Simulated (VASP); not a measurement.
GaAs:

```
As Ga
1.0
     0.00000    2.82685    2.82685
     2.82685    0.00000    2.82685
     2.82685    2.82685    0.00000
As Ga
1 1
Cartesian
  4.2403 4.2403 4.2403
  0.0000 0.0000 0.0000
```

```yaml
Program: VASP 6.6.1
Task: relaxation of cell and atoms
Functional: LDA
Potentials_or_basis: VASP PAW LDA potentials, release 64 (As, Ga_d)
Cutoff: 600 eV
k_mesh: 8 × 8 × 8
Occupations: fermi-dirac, width 0.05 eV
Spin: no spin polarisation
```

At the start: pressure -1.6 GPa; volume 22.59 Å³/atom.

Task: Where does the relaxation end?

Result: Over 3 steps the energy falls by 2.7 meV/atom and the volume is 22.07 Å³/atom (-2.3 %); space group F-43m (No. 216, to 0.05 Å).

The path:
| step | energy change (eV) | largest force (eV/Å) | pressure (GPa) | volume (Å³) |
| --- | --- | --- | --- | --- |
| 1 | 0.0000 | 0.0000 | -1.65 | 45.18 |
| 2 | -0.0042 | 0.0000 | 0.77 | 43.68 |
| 3 | -0.0054 | 0.0000 | 0.01 | 44.14 |

Final structure:
```
As Ga
1.0
     0.00000    2.80510    2.80510
     2.80510    0.00000    2.80510
     2.80510    2.80510    0.00000
As Ga
1 1
Direct
  0.75000 0.75000 0.75000
  0.00000 0.00000 0.00000
```
